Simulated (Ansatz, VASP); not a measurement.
## One calculation of Be2Si, two programs

INCAR

```
PREC = Accurate ; ENCUT = 600
EDIFF = 1E-6 ; ISMEAR = 0
SIGMA = 0.27211386245988 ; LREAL = False
LASPH = True ; NELM = 120
ALGO = Normal ; ISIF = 2
LWAVE = False ; LCHARG = False
GGA = PE ; NBANDS = 11
GGA_COMPAT = False
```

File KPOINTS:

```
Automatic mesh
0
Gamma
  8 8 8
```

The input POSCAR:

```
Be2Si
1.0
    0.0000000000      2.6400000000      2.6400000000
    2.6400000000      0.0000000000      2.6400000000
    2.6400000000      2.6400000000      0.0000000000
Be Si
2 1
Direct
    0.7500000000      0.7500000000      0.7500000000
    0.2500000000      0.2500000000      0.2500000000
    0.0000000000      0.0000000000      0.0000000000
```

Input for Ansatz:

```yaml
crystal:
  lattice:
    - [0.0, 2.64, 2.64]
    - [2.64, 0.0, 2.64]
    - [2.64, 2.64, 0.0]
  atoms:
    - { symbol: Be, position: [0.75, 0.75, 0.75] }
    - { symbol: Be, position: [0.25, 0.25, 0.25] }
    - { symbol: Si, position: [0.0, 0.0, 0.0] }
basis:
  ecutwfc: 420
kpoints:
  mp_grid: { grid: [8, 8, 8] }
hamiltonian:
  xc: pbe
scf:
  occupations: { method: gaussian, width: "0.02 Ry" }
output:
  forces: true
  stress: true
  eigenvalues: true
```

Alike in both runs: task single point; functional PBE; k mesh 8 × 8 × 8; no spin polarisation.

|  | VASP | Ansatz |
| --- | --- | --- |
| version | VASP 6.6.1 | Ansatz 0.2.0 |
| potentials or method | VASP PAW PBE potentials, release 64 (Be, Si), cutoff 600 eV | scalar-relativistic, plane waves, PAW |
| occupations | gaussian, width 0.272114 eV | gaussian |
| valence electrons in the cell | 8 | 8 |

|  | VASP | Ansatz | Ansatz less VASP |
| --- | --- | --- | --- |
| gap on the k mesh at the Fermi level (eV) | none | none | - |
| pressure (GPa) | 0.2 | 0.2 | -0.07 |

A gap of «none» marks a metal or a gap that the smearing closes.
